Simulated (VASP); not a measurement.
# HfN (P-3m1) in VASP: single point with PBE

Aim: the single point of HfN with PBE.

Program: VASP 6.6.1. These are calculated values, not measurements. Logs are shortened: lines on timing, memory, paths and dates and some standing lists are left out, and cuts for length are marked.

**1. The cell of the first run**

It takes space group P-3m1 (No. 164, trigonal). Conventional cell: a = 3.189 Å, b = 3.189 Å, c = 13.375 Å, α = 90.00°, β = 90.00°, γ = 120.00°. Within 3.0 Å of Hf (site symmetry 3m) lie 6 N at 2.24 to 2.27 Å. Hf (site symmetry 3m) has 6 N at 2.29 to 2.31 Å within 3.0 Å. Within 3.0 Å of Hf (site symmetry -3m) lie 6 N at 2.27 Å. Within 3.0 Å of N (site symmetry 3m) lie 6 Hf at 2.24 to 2.31 Å and 1 N at 2.76 Å. N (site symmetry -3m) has 6 Hf at 2.29 Å and 2 N at 2.76 Å within 3.0 Å. N (site symmetry 3m) has 6 Hf at 2.27 Å within 3.0 Å.

**2. Single point, PBE**

INCAR

```
SYSTEM = HfN
ALGO = Normal ; EDIFF = 1E-6
ENCUT = 600 ; GGA = PE
GGA_COMPAT = .False. ; ISIF = 2
ISMEAR = 0 ; LASPH = .True.
LCHARG = .True. ; LELF = .True.
LREAL = .False. ; LVHAR = .True.
LWAVE = .False. ; NBANDS = 48
NELM = 120 ; PREC = Accurate
SIGMA = 0.1
```

KPOINTS

```
k-points
0
Gamma
  12 12 4
  0 0 0
```

POSCAR

```
HfN
1.0
    3.1889117416      0.0000000000      0.0000000000
   -1.5944558708      2.7616785786      0.0000000000
    0.0000000000      0.0000000000     13.3747352800
Hf N
5 5
Direct
    0.0000000000      0.0000000000     -0.0015265434
    0.3333333333      0.6666666667      0.1980786657
    0.0000000000      0.0000000000      0.4019213343
    0.3333333333      0.6666666667      0.6015265434
    0.6666666667      0.3333333333      0.8000000000
    0.6666666667      0.3333333333      0.0939466904
    0.6666666667      0.3333333333      0.3000000000
    0.6666666667      0.3333333333      0.5060533096
    0.0000000000      0.0000000000      0.7003331869
    0.3333333333      0.6666666667      0.8996668131
```

Potentials or basis: VASP PAW PBE potentials, release 64 (Hf_pv, N).

Run with:

```sh
$ cat potpaw_PBE.64/Hf_pv/POTCAR potpaw_PBE.64/N/POTCAR > POTCAR
$ mpirun -np 1 vasp_std > vasp.out
```

OUTCAR:

```text
SYSTEM = HfN
   EDIFF = 1E-6
   ENCUT = 600
   GGA = PE
   ISIF = 2
   ISMEAR = 0
   LASPH = .True.
   LREAL = .False.
   NELM = 120
   PREC = Accurate

 ion  position               nearest neighbor table
   1  0.000  0.000  0.998-   6 2.24   6 2.24   6 2.24  10 2.27  10 2.27  10 2.27   5 3.23   5 3.23
                             5 3.23   2 3.24   2 3.24   2 3.24
   2  0.333  0.667  0.198-   7 2.29   7 2.29   7 2.29   6 2.31   6 2.31   6 2.31   1 3.24   1 3.24
                             1 3.24   3 3.29   3 3.29   3 3.29
   3  0.000  0.000  0.402-   7 2.29   7 2.29   7 2.29   8 2.31   8 2.31   8 2.31   4 3.24   4 3.24
                             4 3.24   2 3.29   2 3.29   2 3.29
   4  0.333  0.667  0.602-   8 2.24   8 2.24   8 2.24   9 2.27   9 2.27   9 2.27   5 3.23   5 3.23
                             5 3.23   3 3.24   3 3.24   3 3.24
   5  0.667  0.333  0.800-  10 2.27   9 2.27  10 2.27   9 2.27   9 2.27  10 2.27   4 3.23   4 3.23
                             1 3.23   1 3.23   1 3.23   4 3.23
   6  0.667  0.333  0.094-   1 2.24   1 2.24   1 2.24   2 2.31   2 2.31   2 2.31
   7  0.667  0.333  0.300-   2 2.29   2 2.29   3 2.29   3 2.29   3 2.29   2 2.29
   8  0.667  0.333  0.506-   4 2.24   4 2.24   4 2.24   3 2.31   3 2.31   3 2.31
   9  0.000  0.000  0.700-   4 2.27   4 2.27   4 2.27   5 2.27   5 2.27   5 2.27
  10  0.333  0.667  0.900-   1 2.27   1 2.27   1 2.27   5 2.27   5 2.27   5 2.27

  LATTYP: Found a hexagonal cell.
 ALAT       =     3.1889117416
 C/A-ratio  =     4.1941378012

  Lattice vectors:

 A1 = (   3.1889117416,   0.0000000000,   0.0000000000)
 A2 = (  -1.5944558708,   2.7616785786,   0.0000000000)
 A3 = (   0.0000000000,   0.0000000000,  13.3747352800)

Analysis of symmetry for initial positions (statically):
=====================================================================
 Subroutine PRICEL returns:
 Original cell was already a primitive cell.

 Routine SETGRP: Setting up the symmetry group for a
 hexagonal supercell.

 Subroutine GETGRP returns: Found 12 space group operations
 (whereof  6 operations were pure point group operations)
 out of a pool of 24 trial point group operations.

The static configuration has the point symmetry C_3v.
 The point group associated with its full space group is D_3d.

Analysis of symmetry for dynamics (positions and initial velocities):
=====================================================================
 Subroutine PRICEL returns:
 Original cell was already a primitive cell.

 Routine SETGRP: Setting up the symmetry group for a
 hexagonal supercell.

[... 132 lines left out ...]
   NELECT =      75.0000    total number of electrons
   NUPDOWN=      -1.0000    fix difference up-down
   EMIN   =  10.00;   EMAX   =-10.00  energy-range for DOS
   EFERMI =   0.00;   METHOD = LEGACY
   ISMEAR =     0;   SIGMA  =   0.10  broadening in eV -4-tet -1-fermi 0-gaus
   EFERMI_NEDOS =   21; number of points for ismear=-14 and -15
   IALGO  =     38    algorithm
   IMIX   =      4    mixing-type and parameters
     AMIX     =   0.40;   BMIX     =  1.00
     AMIX_MAG =   1.60;   BMIX_MAG =  1.00
  volume/ion in A,a.u.               =      11.78        79.49
  Fermi-wavevector in a.u.,A,eV,Ry     =   1.408407  2.661504 26.988673  1.983612
  Thomas-Fermi vector in A             =   2.530568
   LORBIT       =      0    0 simple, 1 ext, 2 COOP (PROOUT), +10 PAW based schemes
   GGA     = PE    functional components
   LHFCALC =     F    Hartree Fock is set to
   AEXX    =    0.0000 exact exchange contribution
   IVDW    =     0    specifies the selected vdW correction
   LEPSILON=     F    determine dielectric tensor
   LRPA    =     F    only Hartree local field effects (RPA)
 non-spin polarized calculation
 Gauss-broadening in eV      SIGMA  =   0.10
  energy-cutoff  :      600.00
  volume of cell :      117.79
 maximum number of plane-waves:      3965
 NGX is ok and might be reduce to    28
   NGX = 13   NGY = 13   NGZ = 53

 number of electron      74.9999999 magnetization

 Free energy of the ion-electron system (eV)
  ---------------------------------------------------
  ext. energy  EPLUGINS =         0.00000000
  ---------------------------------------------------
  free energy    TOTEN  =      -108.71380453 eV

  energy without entropy =     -108.69678166  energy(sigma->0) =     -108.70529310

 E-fermi :   8.0299     XC(G=0): -12.6229

 val. band max:        8.0250422061   @ k =   0.0000   0.0000   0.0000
 cond. band min:       8.0427436385   @ k =   0.0833   0.0833   0.2500
 fundamental gap:      0.0177014324
 Fermi energy:         8.0299036341

 k-point     1 :       0.0000    0.0000    0.0000
  band No.  band energies     occupation
      1     -24.0063      2.00000
      2     -23.8306      2.00000
      3     -23.4406      2.00000
      4     -23.3979      2.00000
      5     -23.2596      2.00000
      6     -23.2596      2.00000
[... 1213 lines left out ...]
     47      10.6369      0.00000
     48      10.9347      0.00000

 [... further k-points ...]

------------------------ aborting loop because EDIFF is reached ----------------------------------------

  FORCE on cell =-STRESS in cart. coord.  units (eV):
  Direction    XX          YY          ZZ          XY          YZ          ZX
  --------------------------------------------------------------------------------------
  -------------------------------------------------------------------------------------
  Total       -1.7583766     -1.7583766     -1.7553019     -0.0000000      0.0000000      0.0000000
  in kB      -23.9178232    -23.9178232    -23.8760010     -0.0000000      0.0000000      0.0000000
  external PRESSURE =     -23.9038825 kB  Pullay stress =       0.0000000 kB

 VOLUME and BASIS-vectors are now :
 -----------------------------------------------------------------------------
  energy-cutoff  :      600.00
  volume of cell :      117.79
      direct lattice vectors                 reciprocal lattice vectors
     3.188911742  0.000000000  0.000000000     0.313586603  0.181049310  0.000000000
    -1.594455871  2.761678579  0.000000000     0.000000000  0.362098619  0.000000000
     0.000000000  0.000000000 13.374735280     0.000000000  0.000000000  0.074767835

 POSITION                                       TOTAL-FORCE (eV/Angst)
 -----------------------------------------------------------------------------------
      0.00000      0.00000     13.35432         0.000000      0.000000      0.004507
     -0.00000      1.84112      2.64925        -0.000000     -0.000000     -0.004967
      0.00000      0.00000      5.37559         0.000000      0.000000      0.004967
     -0.00000      1.84112      8.04526         0.000000      0.000000     -0.004507
      1.59446      0.92056     10.69979        -0.000000      0.000000      0.000000
      1.59446      0.92056      1.25651         0.000000     -0.000000     -0.022720
      1.59446      0.92056      4.01242        -0.000000      0.000000      0.000000
      1.59446      0.92056      6.76833        -0.000000      0.000000      0.022720
      0.00000      0.00000      9.36677        -0.000000      0.000000     -0.004374
     -0.00000      1.84112     12.03281         0.000000      0.000000      0.004374
 -----------------------------------------------------------------------------------
    total drift:                               -0.000000      0.000000     -0.000050

  FREE ENERGIE OF THE ION-ELECTRON SYSTEM (eV)
  ---------------------------------------------------
  free  energy   TOTEN  =      -108.7138045342 eV

  energy  without entropy=     -108.6967816605  energy(sigma->0) =     -108.70529310
```

OSZICAR:

```text
N       E                     dE             d eps       ncg     rms          rms(c)
DAV:   1     0.431575610993E+03    0.43158E+03   -0.44745E+04  6640   0.173E+03
DAV:   2    -0.920750079826E+02   -0.52365E+03   -0.50553E+03  8104   0.433E+02
DAV:   3    -0.123368078038E+03   -0.31293E+02   -0.30927E+02  8224   0.889E+01
DAV:   4    -0.123887139786E+03   -0.51906E+00   -0.51482E+00  8392   0.120E+01
DAV:   5    -0.123894105513E+03   -0.69657E-02   -0.69474E-02  8216   0.123E+00    0.109E+02
DAV:   6    -0.108993576031E+03    0.14901E+02   -0.83083E+01  8064   0.335E+01    0.857E+01
DAV:   7    -0.108927087527E+03    0.66489E-01   -0.85138E+00  7792   0.128E+01    0.216E+01
DAV:   8    -0.108782520964E+03    0.14457E+00   -0.17004E+00  9112   0.606E+00    0.429E+00
DAV:   9    -0.108862961156E+03   -0.80440E-01   -0.25340E+00  8872   0.569E+00    0.454E+00
DAV:  10    -0.108713449569E+03    0.14951E+00   -0.83264E-01  8800   0.434E+00    0.194E+00
DAV:  11    -0.108713934413E+03   -0.48484E-03   -0.52567E-02  8368   0.112E+00    0.479E-01
DAV:  12    -0.108713959760E+03   -0.25347E-04   -0.24603E-03  8416   0.265E-01    0.414E-01
DAV:  13    -0.108713911795E+03    0.47965E-04   -0.13887E-04  8416   0.581E-02    0.331E-01
DAV:  14    -0.108713819912E+03    0.91883E-04   -0.43708E-04  8072   0.107E-01    0.130E-01
DAV:  15    -0.108713815229E+03    0.46835E-05   -0.89406E-05  8600   0.501E-02    0.120E-01
DAV:  16    -0.108713807340E+03    0.78889E-05   -0.10683E-05  8032   0.209E-02    0.654E-02
DAV:  17    -0.108713804780E+03    0.25597E-05   -0.16330E-05  8496   0.217E-02    0.154E-02
DAV:  18    -0.108713804534E+03    0.24618E-06   -0.15810E-06  5016   0.783E-03
   1 F= -.10871380E+03 E0= -.10870529E+03  d E =-.170229E-01
```

stdout:

```text
POSCAR found type information on POSCAR HfN
 POSCAR found :  2 types and      10 ions
 scaLAPACK will be used
 LDA part: xc-table for (Slater+PW92), standard interpolation
 POSCAR, INCAR and KPOINTS ok, starting setup
 FFT: planning ... GRIDC
 FFT: planning ... GRID_SOFT
 FFT: planning ... GRID
 WAVECAR not read
 entering main loop
```

Run time: 5.9 min. Hardware: 1 thread of Intel Xeon 6975P-C (Granite Rapids), shared host; peak memory 0.5 GiB.

What came out:

- Free energy: -108.7138 eV
- Pressure: -2.4 GPa
- Largest force: 0.023 eV/Å
- Band gap on the k mesh: zero (an odd number of electrons rules out a gap without spin polarisation)

Forces on the atoms (eV/Å):
```
Hf   0.000  0.000  0.005
Hf   0.000  0.000 -0.005
Hf   0.000  0.000  0.005
Hf   0.000  0.000 -0.005
Hf   0.000  0.000  0.000
N    0.000  0.000 -0.023
N    0.000  0.000  0.000
N    0.000  0.000  0.023
N    0.000  0.000 -0.004
N    0.000  0.000  0.004
```

Levels at points of the mesh, in eV from the Fermi level:
| k point | band 34 | band 35 | band 36 | band 37 | band 38 | band 39 | band 40 | band 41 | band 42 | band 43 |
| --- | --- | --- | --- | --- | --- | --- | --- | --- | --- | --- |
| (0.00, 0.00, 0.00) | -3.21 | -2.62 | -0.49 | 0.00 | 0.00 | 0.40 | 0.87 | 1.05 | 1.22 | 1.22 |
| (0.50, 0.00, 0.00) | -3.51 | -3.33 | -3.26 | -1.18 | -1.11 | 1.61 | 1.64 | 3.51 | 3.76 | 3.89 |
| (0.00, 0.00, 0.50) | -3.36 | -3.36 | -0.18 | 0.08 | 0.17 | 0.17 | 0.69 | 0.69 | 1.23 | 1.45 |
| (0.50, 0.00, 0.50) | -3.85 | -3.73 | -2.34 | -2.23 | 0.15 | 0.19 | 2.81 | 3.37 | 3.68 | 3.92 |

Caveat: spin-orbit coupling is left out, which moves the levels of the heavy elements.
